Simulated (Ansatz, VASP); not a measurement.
# Sr2Cd: VASP beside Ansatz

```
CELL_PARAMETERS angstrom
4.45886 0.00000 0.00000
2.22943 -8.84607 0.00000
0.00000 0.00000 -4.42121
ATOMIC_POSITIONS crystal
Sr 0.44100 0.11800 0.75000
Sr 0.55900 0.88200 0.25000
Sr 0.75000 0.50000 0.75000
Sr 0.25000 0.50000 0.25000
Cd 0.10600 0.78800 0.75000
Cd 0.89400 0.21200 0.25000
```

Alike in both runs: task single point; functional PBEsol; k mesh 4 × 4 × 4; no spin polarisation.

|  | VASP | Ansatz |
| --- | --- | --- |
| version | VASP 6.6.1 | Ansatz 0.2.0 |
| potentials or method | VASP PAW PBE potentials, release 64 (Sr_sv, Cd), cutoff 520 eV | PAW plane waves |
| occupations | fermi-dirac, width 0.1 eV | fermi-dirac |
| valence electrons in the cell | 64 | 80 |

VASP gave:

- gap on the k mesh at the Fermi level (eV): none
- pressure (GPa): 7.2
- rms of the force components (eV/Å): 0.291

Estimate Ansatz's values.

gap on the k mesh at the Fermi level (eV): none; pressure (GPa): 7.1; rms of the force components (eV/Å): 0.288.

VASP's potentials were made for PBE, not for PBEsol. A gap of «none» marks a metal or a gap that the smearing closes. VASP's potentials hold 64 valence electrons a cell and Ansatz's 80, so a difference there can come from the potentials and not from the codes.

The k mesh is coarse, so the values compare programs but aren't converged.
